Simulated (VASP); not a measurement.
# SnTe (CsCl type) (Pm-3m) in VASP: single point with PBE

Aim: the single point of SnTe (CsCl type) with PBE.

Everything below comes from runs of VASP 6.6.1. Logs are shortened: lines on timing, memory, paths and dates and some standing lists are left out, and cuts for length are marked.

## (1) The cell of the first run

The structure is cubic, space group Pm-3m (No. 221). The conventional cell has a = 3.610 Å, b = 3.610 Å, c = 3.610 Å, α = 90.00°, β = 90.00°, γ = 90.00°. Sn (site symmetry m-3m) has 8 Te at 3.13 Å and 6 Sn at 3.61 Å within 4.1 Å. Te (site symmetry m-3m) has 8 Sn at 3.13 Å and 6 Te at 3.61 Å within 4.1 Å.

## (2) Single point, PBE (23.52 Å³/atom)

Contents of POSCAR:

```
SnTe
1.0
    3.6098704747      0.0000000000      0.0000000000
    0.0000000000      3.6098704747      0.0000000000
    0.0000000000      0.0000000000      3.6098704747
Sn Te
1 1
Direct
    0.0000000000      0.0000000000      0.0000000000
    0.5000000000      0.5000000000      0.5000000000
```

Contents of INCAR.step1:

```
SYSTEM = SnTe
PREC = Accurate ; ENCUT = 520
EDIFF = 1E-6 ; ISMEAR = -1
SIGMA = 0.05 ; LREAL = .False.
LASPH = .True. ; NELM = 80
ALGO = Normal ; ISIF = 2
LWAVE = .False. ; LCHARG = .True.
GGA = PE ; NBANDS = 17
```

Contents of KPOINTS.step1:

```
regular mesh
0
Gamma
  13 13 13
  0 0 0
```

Contents of INCAR.step2:

```
SYSTEM = SnTe
PREC = Accurate ; ENCUT = 520
EDIFF = 1E-6 ; ISMEAR = -5
SIGMA = 0.05 ; LREAL = .False.
LASPH = .True. ; NELM = 80
ALGO = Normal ; ISIF = 2
LWAVE = .False. ; LCHARG = .False.
GGA = PE ; LORBIT = 10
NBANDS = 17 ; NEDOS = 1001
ICHARG = 11
```

Contents of KPOINTS.step2:

```
regular mesh
0
Gamma
  20 20 20
  0 0 0
```

Potentials or basis: VASP PAW PBE potentials, release 64 (Sn_d, Te).

Command:

```sh
cat potpaw_PBE.64/Sn_d/POTCAR potpaw_PBE.64/Te/POTCAR > POTCAR
cp INCAR.step1 INCAR
cp KPOINTS.step1 KPOINTS
mpirun -np 1 vasp_std > vasp.out
cp INCAR.step2 INCAR
cp KPOINTS.step2 KPOINTS
mpirun -np 1 vasp_std > vasp.out
```

OUTCAR:

```text
SYSTEM = SnTe
   PREC = Accurate
   ENCUT = 520
   EDIFF = 1E-6
   ISMEAR = -5
   LREAL = .False.
   LASPH = .True.
   NELM = 80
   ISIF = 2
   GGA = PE
   LORBIT = 10
   ICHARG = 11

 ion  position               nearest neighbor table
   1  0.000  0.000  0.000-   2 3.13   2 3.13   2 3.13   2 3.13   2 3.13   2 3.13   2 3.13   2 3.13

   2  0.500  0.500  0.500-   1 3.13   1 3.13   1 3.13   1 3.13   1 3.13   1 3.13   1 3.13   1 3.13

  LATTYP: Found a simple cubic cell.
 ALAT       =     3.6098704747

  Lattice vectors:

 A1 = (   3.6098704747,   0.0000000000,   0.0000000000)
 A2 = (   0.0000000000,   3.6098704747,   0.0000000000)
 A3 = (   0.0000000000,   0.0000000000,   3.6098704747)

Analysis of symmetry for initial positions (statically):
=====================================================================
 Subroutine PRICEL returns:
 Original cell was already a primitive cell.

 Routine SETGRP: Setting up the symmetry group for a
 simple cubic supercell.

 Subroutine GETGRP returns: Found 48 space group operations
 (whereof 48 operations were pure point group operations)
 out of a pool of 48 trial point group operations.

The static configuration has the point symmetry O_h .

Analysis of symmetry for dynamics (positions and initial velocities):
=====================================================================
 Subroutine PRICEL returns:
 Original cell was already a primitive cell.

 Routine SETGRP: Setting up the symmetry group for a
 simple cubic supercell.

 Subroutine GETGRP returns: Found 48 space group operations
 (whereof 48 operations were pure point group operations)
 out of a pool of 48 trial point group operations.

The dynamic configuration has the point symmetry O_h .

 Subroutine INISYM returns: Found 48 space group operations
 (whereof 48 operations are pure point group operations),
 and found     1 'primitive' translations

----------------------------------------------------------------------------------------

                                     Primitive cell

  volume of cell :      47.0408

  direct lattice vectors                    reciprocal lattice vectors
     3.609870475  0.000000000  0.000000000     0.277018250  0.000000000  0.000000000
     0.000000000  3.609870475  0.000000000     0.000000000  0.277018250  0.000000000
     0.000000000  0.000000000  3.609870475     0.000000000  0.000000000  0.277018250

  length of vectors
[... 85 lines left out ...]
   LREAL  =      F    real-space projection
   EDIFFG = 0.1E-04   stopping-criterion for IOM
   NSW    =      0    number of steps for IOM
   IBRION =     -1    ionic relax: 0-MD 1-quasi-New 2-CG
   NFREE  =      0    steps in history (QN), initial steepest desc. (CG)
   ISIF   =      2    stress and relaxation
   ISYM   =      2    0-nonsym 1-usesym 2-fastsym
   POTIM  = 0.5000    time-step for ionic-motion
   TEBEG  =    0.0;   TEEND  =   0.0 temperature during run
   PSTRESS=    0.0 pullay stress
   NELECT =      20.0000    total number of electrons
   NUPDOWN=      -1.0000    fix difference up-down
   EMIN   =  10.00;   EMAX   =-10.00  energy-range for DOS
   EFERMI =   0.00;   METHOD = LEGACY
   ISMEAR =    -5;   SIGMA  =   0.05  broadening in eV -4-tet -1-fermi 0-gaus
   EFERMI_NEDOS =   21; number of points for ismear=-14 and -15
   IALGO  =     38    algorithm
   IMIX   =      4    mixing-type and parameters
     AMIX     =   0.40;   BMIX     =  1.00
     AMIX_MAG =   1.60;   BMIX_MAG =  1.00
  volume/ion in A,a.u.               =      23.52       158.72
  Fermi-wavevector in a.u.,A,eV,Ry     =   1.231005  2.326262 20.617911  1.515374
  Thomas-Fermi vector in A             =   2.365832
   LORBIT       =     10    0 simple, 1 ext, 2 COOP (PROOUT), +10 PAW based schemes
   GGA     = PE    functional components
   LHFCALC =     F    Hartree Fock is set to
   AEXX    =    0.0000 exact exchange contribution
   IVDW    =     0    specifies the selected vdW correction
   LEPSILON=     F    determine dielectric tensor
   LRPA    =     F    only Hartree local field effects (RPA)
 non-spin polarized calculation
 Fermi weights with tetrahedron method with Bloechl corrections
  energy-cutoff  :      520.00
  volume of cell :       47.04
 maximum number of plane-waves:      1328
 NGX is ok and might be reduce to    28

 number of electron      19.9999989 magnetization

 Free energy of the ion-electron system (eV)
  ---------------------------------------------------
  ext. energy  EPLUGINS =         0.00000000
  ---------------------------------------------------
  free energy    TOTEN  =        -6.62631235 eV

  energy without entropy =       -6.62631235  energy(sigma->0) =       -6.62631235

 E-fermi :  10.3132     XC(G=0): -10.9860

 val. band max:       10.3549638681   @ k =   0.4000   0.3500   0.0000
 cond. band min:      10.2142984405   @ k =   0.5000   0.2000   0.2000
 fundamental gap:     -0.1406654276
 Fermi energy:        10.3132160755

 k-point     1 :       0.0000    0.0000    0.0000
  band No.  band energies     occupation
      1     -11.4254      2.00000
      2     -11.4254      2.00000
      3     -11.3469      2.00000
      4     -11.3469      2.00000
      5     -11.3469      2.00000
      6      -3.9225      2.00000
[... 457 lines left out ...]
      4     -11.3567      2.00000
      5     -11.3488      2.00000
      6      -3.3966      2.00000
[... 9 lines left out ...]
     16      19.8241      0.00000
     17      20.3008      0.00000

 [... further k-points ...]
[... 5 lines left out ...]
  --------------------------------------------------------------------------------------
  -------------------------------------------------------------------------------------
  Total        4.5649091      4.5649091      4.5649091      0.0000000     -0.0000000      0.0000000
  in kB      155.4776113    155.4776113    155.4776113      0.0000000     -0.0000000      0.0000000
  external PRESSURE =     155.4776113 kB  Pullay stress =       0.0000000 kB

 VOLUME and BASIS-vectors are now :
 -----------------------------------------------------------------------------
  energy-cutoff  :      520.00
  volume of cell :       47.04
      direct lattice vectors                 reciprocal lattice vectors
     3.609870475  0.000000000  0.000000000     0.277018250  0.000000000  0.000000000
     0.000000000  3.609870475  0.000000000     0.000000000  0.277018250  0.000000000
     0.000000000  0.000000000  3.609870475     0.000000000  0.000000000  0.277018250

 POSITION                                       TOTAL-FORCE (eV/Angst)
 -----------------------------------------------------------------------------------
      0.00000      0.00000      0.00000         0.000000      0.000000      0.000000
      1.80494      1.80494      1.80494         0.000000      0.000000      0.000000
 -----------------------------------------------------------------------------------
    total drift:                               -0.000000      0.000000     -0.000000

  FREE ENERGIE OF THE ION-ELECTRON SYSTEM (eV)
  ---------------------------------------------------
  free  energy   TOTEN  =        -6.6263123510 eV

  energy  without entropy=       -6.6263123510  energy(sigma->0) =       -6.62631235

 total charge

# of ion       s       p       d       tot
------------------------------------------
    1        1.319   0.866  10.018  12.203
    2        1.413   1.940   0.066   3.419
--------------------------------------------------
tot          2.731   2.806  10.084  15.622
```

OUTCAR.step1:

```text
SYSTEM = SnTe
   PREC = Accurate
   ENCUT = 520
   EDIFF = 1E-6
   ISMEAR = -1
   LREAL = .False.
[... 703 lines left out ...]
      0.00000      0.00000      0.00000         0.000000      0.000000      0.000000
      1.80494      1.80494      1.80494         0.000000      0.000000      0.000000
 -----------------------------------------------------------------------------------
    total drift:                               -0.000000      0.000000     -0.000000

  FREE ENERGIE OF THE ION-ELECTRON SYSTEM (eV)
  ---------------------------------------------------
  free  energy   TOTEN  =        -6.6355666642 eV

  energy  without entropy=       -6.6292721972  energy(sigma->0) =       -6.63241943
```

OSZICAR.step1:

```text
N       E                     dE             d eps       ncg     rms          rms(c)
DAV:   1     0.126446600801E+03    0.12645E+03   -0.95855E+03  2939   0.149E+03
DAV:   2     0.395294837379E+01   -0.12249E+03   -0.11885E+03  3064   0.354E+02
DAV:   3    -0.638283555815E+01   -0.10336E+02   -0.10151E+02  3517   0.863E+01
DAV:   4    -0.665966191537E+01   -0.27683E+00   -0.27654E+00  3545   0.142E+01
DAV:   5    -0.666856565120E+01   -0.89037E-02   -0.89034E-02  4113   0.254E+00    0.749E+00
DAV:   6    -0.663914344081E+01    0.29422E-01   -0.52179E-02  4213   0.237E+00    0.465E+00
DAV:   7    -0.663631992339E+01    0.28235E-02   -0.22588E-02  3844   0.129E+00    0.378E-01
DAV:   8    -0.663553121706E+01    0.78871E-03   -0.39990E-03  3728   0.649E-01    0.112E-01
DAV:   9    -0.663556007716E+01   -0.28860E-04   -0.21949E-04  3332   0.921E-02    0.621E-02
DAV:  10    -0.663557029173E+01   -0.10215E-04   -0.18143E-05  4315   0.364E-02    0.348E-02
DAV:  11    -0.663556710215E+01    0.31896E-05   -0.25437E-06  3170   0.188E-02    0.187E-02
DAV:  12    -0.663556666423E+01    0.43793E-06   -0.17138E-07  1690   0.303E-03
   1 F= -.66355667E+01 E0= -.66324194E+01  d E =-.629447E-02
```

Run time: 2.1 min. Hardware: 1 thread of AMD EPYC 7R13 (Zen 3), shared host; peak memory 0.31 GiB.

Results:

| Item | Value |
| --- | --- |
| Valence electrons inside the program's atomic spheres | Sn 12.20; Te 3.42 |

Caveat: spin-orbit coupling is left out, which moves the levels of the heavy elements.
